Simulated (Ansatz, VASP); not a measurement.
# Two plane-wave programs on BAs

```
B As
1.0
     0.00000    2.38850    2.38850
     2.46015    0.00000    2.38850
     2.46015    2.38850    0.00000
B As
1 1
Direct
  0.00000 0.00000 0.00000
  0.75000 0.75000 0.75000
```

Change from the starting cell: strain +0.0300 x Voigt [1, 0, 0, 0, 0, 0], atoms carried along.

Alike in both runs: task single point; functional r2SCAN; k mesh 10 × 10 × 10; occupations gaussian, width 0.05 eV; no spin polarisation.

```csv
,VASP,Ansatz
version,VASP 6.6.1,Ansatz 0.2.0
potentials or method,"VASP PAW PBE potentials, release 64 (B, As), cutoff 520 eV","scalar-relativistic, plane waves, PAW"
valence electrons in the cell,8,18
```

|  | VASP | Ansatz | Ansatz less VASP |
| --- | --- | --- | --- |
| gap on the k mesh at the Fermi level (eV) | 1.17 | 1.17 | -0.001 |
| least direct gap on the mesh (eV) | 3.25 | 3.24 | -0.004 |
| pressure (GPa) | -3.2 | -3.4 | -0.19 |
| traceless stress, the component that is largest in VASP (GPa) | -4.46 | -4.47 | -0.005 |

VASP's potentials were made for PBE, not for r2SCAN. VASP's potentials hold 8 valence electrons a cell and Ansatz's 18, so a difference there can come from the potentials and not from the codes.
